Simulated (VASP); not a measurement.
Ta, 1 atom in the cell. The structure is cubic, space group Fm-3m (No. 225). The conventional cell has a = 3.906 Å, b = 3.906 Å, c = 3.906 Å, α = 90.00°, β = 90.00°, γ = 90.00°. Ta (site symmetry m-3m) has 12 Ta at 2.76 Å within 3.6 Å. 

- Program: VASP 6.6.1
- Task: relaxation of cell and atoms
- Functional: PBEsol
- Potentials or basis: VASP PAW PBE potentials, release 64 (Ta_pv)
- Cutoff: 600 eV
- k mesh: 17 × 17 × 17
- Occupations: fermi-dirac, width 0.08 eV
- Spin: no spin polarisation
- Target pressure: 58 GPa
- Dipole correction: no
- Further INCAR settings: ALGO = Normal; EDIFF = 1e-07; IBRION = 2; EDIFFG = -0.005; NSW = 60; ISIF = 3

Potentials or basis: VASP PAW PBE potentials, release 64 (Ta_pv).

The run is started by

```bash
$ cat potpaw_PBE.64/Ta_pv/POTCAR > POTCAR
$ mpirun -np 1 vasp_std > vasp.out
```

Hardware: 1 thread of Intel(R) Xeon(R) 6975P-C (Granite Rapids), with other jobs on the host.

Task: How long does it take, and how much memory?

Result: Run time: 20 s on 1 thread of Intel(R) Xeon(R) 6975P-C (Granite Rapids), with other jobs on the host, peak memory 0.17 GiB. Counts: scf iterations 24, k points 165, ion steps 3.
